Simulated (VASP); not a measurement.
A run of VASP 6.6.1 is set up as follows.

File POSCAR:

```
Mo
1.0
   -1.5693956536      1.5693956536      1.5693956536
    1.5693956536     -1.5693956536      1.5693956536
    1.5693956536      1.5693956536     -1.5693956536
Mo
1
Direct
    0.0000000000      0.0000000000      0.0000000000
```

The input INCAR.step1:

```
SYSTEM = Mo
  ALGO = Normal
  EDIFF = 1E-5
  ENCUT = 520
  GGA = PE
  ISIF = 2
  ISMEAR = -1
  LASPH = .True.
  LCHARG = .False.
  LREAL = .False.
  LWAVE = .True.
  NBANDS = 13
  NELM = 80
  PREC = Accurate
  SIGMA = 0.1
```

File INCAR.step2:

```
SYSTEM = Mo
  ALGO = Normal
  EDIFF = 1E-7
  ENCUT = 520
  GGA = PE
  HFSCREEN = 0.2079
  ISIF = 2
  ISMEAR = -1
  ISTART = 1
  LASPH = .True.
  LCHARG = .False.
  LHFCALC = .True.
  LREAL = .False.
  LWAVE = .False.
  NBANDS = 13
  NELM = 80
  PREC = Accurate
  PRECFOCK = Normal
  SIGMA = 0.1
```

KPOINTS

```
k-points
0
Gamma
  6 6 6
  0 0 0
```

Potentials or basis: VASP PAW PBE potentials, release 64 (Mo_sv).

Run with:

```bash
$ cat potpaw_PBE.64/Mo_sv/POTCAR > POTCAR
$ cp INCAR.step1 INCAR
$ mpirun -np 1 vasp_std > vasp.out
$ cp INCAR.step2 INCAR
$ mpirun -np 1 vasp_std > vasp.out
```

Problem. Predict the pressure.

Solution. -1.4 GPa.

Problem. Predict the band gap on the k mesh.

Solution. Zero (bands 7 and 8 overlap by 6.45 eV).

Caveat: the k points lie up to 0.47 Å⁻¹ apart, too coarse for converged energies and pressures of a metal; the PAW data sets were made with another functional, which shifts forces and pressure a little.
